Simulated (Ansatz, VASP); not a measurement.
## One calculation of SnC3, two programs

File INCAR:

```
PREC = Accurate ; ENCUT = 520
EDIFF = 1E-7 ; ISMEAR = 0
SIGMA = 0.01 ; LREAL = F
LASPH = T ; NELM = 60
ALGO = Normal ; ISIF = 2
LWAVE = F ; LCHARG = F
GGA = PS ; NBANDS = 21
```

The input KPOINTS:

```
Automatic mesh
0
Gamma
  6 6 4
```

Contents of POSCAR:

```
SnC3
1.0
    2.9788882413      0.0000000000      0.0000000000
    0.0000000000      2.9788882413      0.0000000000
    0.0000000000      0.0000000000      4.6435166726
C Sn
3 1
Direct
    0.5000000000      0.0000000000      0.8203632751
    0.5000000000      0.5000000000      0.0000000000
    0.0000000000      0.5000000000      0.1796367249
    0.0000000000      0.0000000000      0.5000000000
```

Input for Ansatz:

```yaml
crystal:
  lattice:
    - [2.9788882413, 0.0, 0.0]
    - [0.0, 2.9788882413, 0.0]
    - [0.0, 0.0, 4.6435166726]
  atoms:
    - { symbol: C, position: [0.5, 0.0, 0.8203632751] }
    - { symbol: C, position: [0.5, 0.5, 0.0] }
    - { symbol: C, position: [0.0, 0.5, 0.1796367249] }
    - { symbol: Sn, position: [0.0, 0.0, 0.5] }
kpoints:
  mp_grid: { grid: [6, 6, 4] }
hamiltonian:
  xc: pbesol
scf:
  occupations: { method: fixed }
output:
  optics:
    e_range: [0.5, 15]
    de: 0.1
    sigma: 0.4
    scissors: 0
    scheme: gaussian
    bands: { spectra_wanted_up_to: 15 }
```

Alike in both runs: task single point; functional PBEsol; k mesh 6 × 6 × 4; no spin polarisation.

|  | VASP | Ansatz |
| --- | --- | --- |
| version | VASP 6.6.1 | Ansatz 0.2.0 |
| potentials or method | VASP PAW PBE potentials, release 64 (C, Sn_d) | plane waves, PAW |
| plane-wave cutoff (eV) | 520 | 420 |
| occupations | gaussian, width 0.01 eV | fixed |
| valence electrons in the cell | 26 | 26 |

|  | VASP | Ansatz | Ansatz less VASP |
| --- | --- | --- | --- |
| gap on the k mesh at the Fermi level (eV) | 0.32 | 0.32 | -0.002 |

VASP's potentials were made for PBE, not for PBEsol.
